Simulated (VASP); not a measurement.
PbS:

```
CELL_PARAMETERS angstrom
0.00000 3.32357 3.32357
3.32357 0.00000 3.32357
3.32357 3.32357 0.00000
ATOMIC_POSITIONS crystal
Pb 0.00000 0.00000 0.00000
S 0.25000 0.25000 0.25000
```

| Property | Result |
| --- | --- |
| Program | VASP 6.6.1 |
| Task | relaxation of cell and atoms |
| Functional | LDA |
| Potentials or basis | VASP PAW LDA potentials, release 64 (Pb_d, S) |
| Cutoff | 600 eV |
| k mesh | 6 × 6 × 6 |
| Occupations | fermi-dirac, width 0.02 eV |
| Spin | no spin polarisation |

At the start: pressure -2.8 GPa; volume 36.71 Å³/atom.

Task: Where does the relaxation end?

Result: Over 3 steps the energy falls by 24.9 meV/atom and the volume is 34.00 Å³/atom (-7.4 %); space group F-43m (No. 216, to 0.1 Å) before and after.

Step by step:
```csv
step,energy change (eV),largest force (eV/Å),pressure (GPa),volume (Å³)
1,0.0000,0.0000,-2.76,73.42
2,-0.0475,0.0000,0.72,66.92
3,-0.0498,0.0000,-0.01,68.01
```

Final structure:
```cif
data_structure
_symmetry_space_group_name_H-M 'P 1'
_symmetry_Int_Tables_number 1
_cell_length_a 4.5816
_cell_length_b 4.5816
_cell_length_c 4.5816
_cell_angle_alpha 60.000
_cell_angle_beta 60.000
_cell_angle_gamma 60.000
_cell_volume 68.01
loop_
_atom_site_label
_atom_site_type_symbol
_atom_site_fract_x
_atom_site_fract_y
_atom_site_fract_z
_atom_site_occupancy
Pb1 Pb 0.00000 0.00000 0.00000 1
S1 S 0.25000 0.25000 0.25000 1
```
